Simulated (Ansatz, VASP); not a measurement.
**One calculation of Sc, two programs**

```
Sc
1.0
    -1.92915    1.92915    1.92915
     1.92915   -1.92915    1.92915
     1.92915    1.92915   -1.92915
Sc
1
Direct
  0.00000 0.00000 0.00000
```

Alike in both runs: task single point; functional PBEsol; k mesh 6 × 6 × 6; occupations gaussian, width 0.1 eV; no spin polarisation.

```csv
,VASP,Ansatz
version,VASP 6.6.1,Ansatz 0.2.0
potentials or method,"VASP PAW PBE potentials, release 64 (Sc_sv), cutoff 520 eV","scalar-relativistic, plane waves, PAW"
valence electrons in the cell,11,11
```

```tsv
	VASP	Ansatz	Ansatz less VASP
gap on the k mesh at the Fermi level (eV)	none	none	-
pressure (GPa)	-7.6	-7.6	0.00
```

VASP's potentials were made for PBE, not for PBEsol. A gap of «none» marks a metal or a gap that the smearing closes.

The k mesh is coarse, so the values compare programs but aren't converged.
